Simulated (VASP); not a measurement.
Input of a VASP 6.6.1 run:

File INCAR:

```
ALGO     = Normal         # electronic algorithm
EDIFF    = 1E-6           # SCF threshold, eV
ENCUT    = 700            # plane-wave cutoff, eV
GGA      = CA             # functional
GGA_COMPAT= F            
ISIF     = 2              # what is computed and relaxed
ISMEAR   = 0              # smearing method
ISPIN    = 2              # spin polarisation
LASPH    = T              # aspherical terms in the spheres
LCHARG   = F              # write CHGCAR
LDAU     = T              # DFT+U
LDAUJ    = 0.7 0        
LDAUL    = 2 -1           # shell
LDAUPRINT= 1            
LDAUTYPE = 1            
LDAUU    = 4 0            # U, eV
LMAXMIX  = 4              # l up to which the mixer works
LORBIT   = 11             # projections on sites
LREAL    = F              # projectors in reciprocal space
LWAVE    = F              # write WAVECAR
MAGMOM   = 4.66 0.24      # initial moments
NBANDS   = 22             # bands
NELM     = 200            # most SCF steps
PREC     = Accurate       # precision mode
SIGMA    = 0.05           # smearing width, eV
```

Contents of KPOINTS:

```
k-points
0
Gamma
  7 7 7
```

The input POSCAR:

```
MnO
1.0
    0.0000000000      2.2220003300      2.2220003300
    2.2220003300      0.0000000000      2.2220003300
    2.2220003300      2.2220003300      0.0000000000
Mn O
1 1
Direct
    0.0000000000      0.0000000000      0.0000000000
    0.5000000000      0.5000000000      0.5000000000
```

Potentials or basis: VASP PAW LDA potentials, release 64 (Mn_sv, O).

Launch:

```sh
$ cat potpaw_LDA.64/Mn_sv/POTCAR potpaw_LDA.64/O/POTCAR > POTCAR
$ mpirun -np 1 vasp_std > vasp.out
```

Task: Estimate the pressure.

Result: -6.5 GPa.

Task: Estimate the band gap on the k mesh.

Result: 0.10 eV (least direct gap 2.61 eV).

Task: Estimate the net moment.

Result: 5.00 μB per cell.

Eigenvalues of the final occupation matrices:
```tsv
site	spin	trace	eigenvalues
site 1 d	1	4.59	0.90 0.90 0.90 0.94 0.94
site 1 d	2	0.17	0.02 0.02 0.02 0.06 0.06
```

Caveat: the cell stands under tension; semilocal functionals underestimate gaps, and a narrow one can read as zero; an odd mesh through Γ misses points on the zone boundary, where band edges can lie; a cell with one magnetic atom can't hold antiferromagnetic order, which such compounds often take. The state reached can hang on the start; a lower one may exist.
